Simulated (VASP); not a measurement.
Here is a VASP 6.6.1 calculation.

INCAR

```
SYSTEM = GaP
  PREC = Accurate
  ENCUT = 600
  EDIFF = 1E-7
  ISMEAR = 0
  SIGMA = 0.02
  LREAL = .FALSE.
  LASPH = .TRUE.
  NELM = 80
  ALGO = Normal
  ISIF = 3
  LWAVE = .FALSE.
  LCHARG = .FALSE.
  GGA = PE
  IVDW = 12
  IBRION = 2
  NSW = 70
  EDIFFG = -0.005
```

KPOINTS

```
regular mesh
0
G
  8 8 8
  0 0 0
```

POSCAR

```
GaP
1.0
    0.0000000000      2.7525368107      2.7525368107
    2.7525368107      0.0000000000      2.7525368107
    2.7525368107      2.7525368107      0.0000000000
Ga P
1 1
Direct
    0.0000000000      0.0000000000      0.0000000000
    0.2500000000      0.2500000000      0.2500000000
```

Potentials or basis: VASP PAW PBE potentials, release 64 (Ga_d, P).

The run is started by

```bash
$ cat potpaw_PBE.64/Ga_d/POTCAR potpaw_PBE.64/P/POTCAR > POTCAR
$ mpirun -np 1 vasp_std > vasp.out
```

Q: What does it give for the relaxed cell?

A: a = 3.850 Å, b = 3.850 Å, c = 3.850 Å, α = 60.00°, β = 60.00°, γ = 60.00°.

Q: What does it give for the dispersion energy per atom?

A: -0.318 eV.

Q: Predict the band gap on the k mesh.

A: 1.64 eV, indirect (least direct gap 1.85 eV).

The path:
| step | energy change (eV) | largest force (eV/Å) | pressure (GPa) | volume (Å³) |
| --- | --- | --- | --- | --- |
| 1 | 0.0000 | 0.0000 | -2.55 | 41.71 |
| 2 | -0.0086 | 0.0000 | 1.33 | 39.74 |
| 3 | -0.0112 | 0.0000 | -0.03 | 40.35 |

A k mesh can miss the band edges. As with any semilocal functional, this PBE gap is likely too small.
